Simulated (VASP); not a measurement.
Runs of VASP 6.6.1 on Ni2Sb2Pd. The structure is tetragonal, space group I4/mmm (No. 139). Conventional cell: a = 4.192 Å, b = 4.192 Å, c = 10.249 Å, α = 90.00°, β = 90.00°, γ = 90.00°. Within 4.2 Å of Pd (site symmetry 4/mmm) lie 10 Sb at 3.20 to 3.92 Å and 8 Ni at 3.31 Å and 4 Pd at 4.19 Å. Within 3.2 Å of Sb (site symmetry 4mm) lie 1 Sb at 2.40 Å and 4 Ni at 2.50 Å and 4 Pd at 3.20 Å. Ni (site symmetry -4m2) has 4 Sb at 2.50 Å and 4 Ni at 2.96 Å and 4 Pd at 3.31 Å within 3.4 Å. 

| level | U | k mesh | gap on the mesh (eV) | pressure (GPa) | largest force (eV/Å) |
| --- | --- | --- | --- | --- | --- |
| PBEsol | - | 5 × 5 × 5 | none | (a) | 4.86 |
| PBE | - | 5 × 5 × 5, shifted | none | 6.4 | 4.83 |
| PBE+U | Pd d U = 1.0 eV | 5 × 5 × 5 | none | 6.2 | 4.82 |
| PBE | - | 5 × 5 × 5 | none | 6.3 | 4.83 |

Alike in all rows: task single point; potentials or basis VASP PAW PBE potentials, release 64 (Pd, Sb, Ni); no spin polarisation; cell as given; cutoff (eV) 520; smearing gaussian 0.0666 eV.

Problem. Estimate the missing entries.

Solution. (a) 1.0.

Caveats: spin-orbit coupling is left out, which moves the levels of the heavy elements; forces of over 1 eV/Å act on the atoms, so gaps and moduli don't describe the material at rest (at least some runs); the stress differs along the axes, from -2 to 22 GPa (at least some runs); the stress differs along the axes, from -7 to 17 GPa (at least some runs); the PAW data sets were made with another functional, which shifts forces and pressure a little (at least some runs); the stress differs along the axes, from -2 to 23 GPa (at least some runs); U without spin polarisation on a metal has little footing (at least some runs).

A k mesh can miss the band edges, and the runs leave out spin-orbit coupling on Pd, Sb.

A gap of «none» marks levels without a gap at the run's occupations.
